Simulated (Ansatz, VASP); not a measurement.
# SrTl in VASP and in Ansatz

INCAR

```
SYSTEM = SrTl
PREC = Accurate
ENCUT = 500
EDIFF = 1E-6
ISMEAR = -1
SIGMA = 0.05
LREAL = .FALSE.
LASPH = .TRUE.
NELM = 120
ALGO = Normal
ISIF = 2
LWAVE = .FALSE.
LCHARG = .FALSE.
GGA = CA
NBANDS = 18
GGA_COMPAT = .FALSE.
```

KPOINTS

```
regular mesh
0
G
  5 5 5
  0 0 0
```

POSCAR

```
SrTl
1.0
    4.0320000000      0.0000000000      0.0000000000
    0.0000000000      4.0320000000      0.0000000000
    0.0000000000      0.0000000000      4.0320000000
Sr Tl
1 1
Direct
    0.0000000000      0.0000000000     -0.0248015873
    0.5000000000      0.5000000000      0.5000000000
```

Input for Ansatz:

```yaml
crystal:
  lattice:
    - [4.032, 0.0, 0.0]
    - [0.0, 4.032, 0.0]
    - [0.0, 0.0, 4.032]
  atoms:
    - { symbol: Sr, position: [0.0, 0.0, -0.024801587301587304] }
    - { symbol: Tl, position: [0.5, 0.5, 0.5] }
kpoints:
  mp_grid:
    grid: [5, 5, 5]
hamiltonian:
  xc: lda
  pseudopotentials:
    kind: paw
scf:
  convergence:
    dr2_threshold: 1.0e-07
  occupations:
    method: fermi_dirac
    width: 0.05
output:
  forces: true
```

Alike in both runs: task single point; functional LDA; k mesh 5 × 5 × 5; occupations fermi-dirac, width 0.05 eV; no spin polarisation.

|  | VASP | Ansatz |
| --- | --- | --- |
| version | VASP 6.6.1 | Ansatz 0.2.0 |
| potentials or method | VASP PAW LDA potentials, release 64 (Sr_sv, Tl_d) | plane waves, PAW |
| plane-wave cutoff (eV) | 500 | 420 |
| valence electrons in the cell | 23 | 23 |

```tsv
	VASP	Ansatz	Ansatz less VASP
rms of the force components (eV/Å)	0.080	0.080	-0.0005
```

LDA's correlation is that of Perdew and Zunger in VASP and of Perdew and Wang (1992) in Ansatz. Atom by atom the forces differ by 0.000 eV/Å (rms over components).

Neither program's run includes spin-orbit coupling.
